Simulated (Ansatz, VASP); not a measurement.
# MgO in VASP and in Ansatz

File INCAR:

```
SYSTEM = MgO
PREC = Accurate ; ENCUT = 750
EDIFF = 1E-6 ; ISMEAR = 0
SIGMA = 0.05 ; LREAL = .FALSE.
LASPH = .TRUE. ; NELM = 120
ALGO = Normal ; ISIF = 2
LWAVE = .FALSE. ; LCHARG = .FALSE.
NBANDS = 24 ; GGA_COMPAT = .FALSE.
```

Contents of KPOINTS:

```
regular mesh
0
G
  12 12 6
  0 0 0
```

File POSCAR:

```
MgO
1.0
    3.5846369696      0.0000000000      0.0000000000
   -1.7923184848      3.1043866790      0.0000000000
    0.0000000000      0.0000000000      3.9521304572
Mg O
2 2
Direct
    0.6666666667      0.3333333333      0.7500000000
    0.3333333333      0.6666666667      0.2500000000
    0.6666666667      0.3333333333      0.2500000000
    0.3333333333      0.6666666667      0.7500000000
```

Input for Ansatz:

```yaml
crystal:
  lattice:
    - [3.5846369696, 0.0, 0.0]
    - [-1.7923184848, 3.104386679, 0.0]
    - [0.0, 0.0, 3.9521304572]
  atoms:
    - { symbol: Mg, position: [0.6666666667, 0.3333333333, 0.75] }
    - { symbol: Mg, position: [0.3333333333, 0.6666666667, 0.25] }
    - { symbol: O, position: [0.6666666667, 0.3333333333, 0.25] }
    - { symbol: O, position: [0.3333333333, 0.6666666667, 0.75] }
basis:
  ecutwfc: 420
kpoints:
  mp_grid: { grid: [12, 12, 6] }
hamiltonian:
  xc: lda
scf:
  occupations: { method: gaussian, width: 0.05 }
output:
  forces: true
  stress: true
  eigenvalues: true
  write_density: true
  write_potential: true
  elf: true
  volumetric_format: npy
```

Alike in both runs: task single point; functional LDA; k mesh 12 × 12 × 6; occupations gaussian, width 0.05 eV; no spin polarisation.

|  | VASP | Ansatz |
| --- | --- | --- |
| version | VASP 6.6.1 | Ansatz 0.2.0 |
| potentials or method | VASP PAW LDA potentials, release 64 (Mg_sv, O), cutoff 750 eV | scalar-relativistic, plane waves, PAW |
| valence electrons in the cell | 32 | 32 |

Ansatz gave:

```
gap on the k mesh at the Fermi level (eV)                     : 3.43
least direct gap on the mesh (eV)                             : 3.43
pressure (GPa)                                                : -1.4
traceless stress, the component that is largest in VASP (GPa) : 11.09
```

**Question.** What did VASP give for the same quantities?

**Answer.** gap on the k mesh at the Fermi level (eV): 3.44; least direct gap on the mesh (eV): 3.44; pressure (GPa): -1.3; traceless stress, the component that is largest in VASP (GPa): 11.51.

LDA's correlation is that of Perdew and Zunger in VASP and of Perdew and Wang (1992) in Ansatz.
